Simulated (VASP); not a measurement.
Input of a VASP 6.6.1 run:

The input INCAR:

```
ALGO     = Normal         # electronic algorithm
EDIFF    = 1E-6           # SCF threshold, eV
ENCUT    = 500            # plane-wave cutoff, eV
GGA      = CA             # functional
GGA_COMPAT= False        
ISIF     = 2              # what is computed and relaxed
ISMEAR   = -1             # smearing method
LASPH    = True           # aspherical terms in the spheres
LCHARG   = True           # write CHGCAR
LELF     = True           # ELF
LREAL    = False          # projectors in reciprocal space
LVHAR    = True         
LWAVE    = False          # write WAVECAR
NBANDS   = 21             # bands
NELM     = 120            # most SCF steps
PREC     = Accurate       # precision mode
SIGMA    = 0.1            # smearing width, eV
```

Contents of KPOINTS:

```
k-points
0
Gamma
  5 5 3
```

Contents of POSCAR:

```
TiH
1.0
    2.9474930000      0.0000000000      0.0000000000
    0.0000000000      2.9474930000      0.0000000000
    0.0000000000      0.0000000000      4.5681400000
Ti H
2 2
Direct
    0.5000000000      0.0000000000      0.5000000000
    0.0000000000      0.5000000000      0.0000000000
    0.0000000000      0.0000000000      0.2500000000
    0.0000000000      0.0000000000      0.7500000000
```

Potentials or basis: VASP PAW LDA potentials, release 64 (Ti_sv, H).

Launch:

```bash
$ cat potpaw_LDA.64/Ti_sv/POTCAR potpaw_LDA.64/H/POTCAR > POTCAR
$ mpirun -np 1 vasp_std > vasp.out
```

Problem. What does it give for the band gap on the k mesh?

Solution. Zero (bands 13 and 14 overlap by 0.02 eV).

Problem. Estimate the pressure.

Solution. -6.7 GPa.

Stress tensor (GPa, compression positive):
```
-7.05  0.00  0.00
 0.00 -7.05  0.00
 0.00  0.00 -6.02
```

Caveat: the k points lie up to 0.46 Å⁻¹ apart.
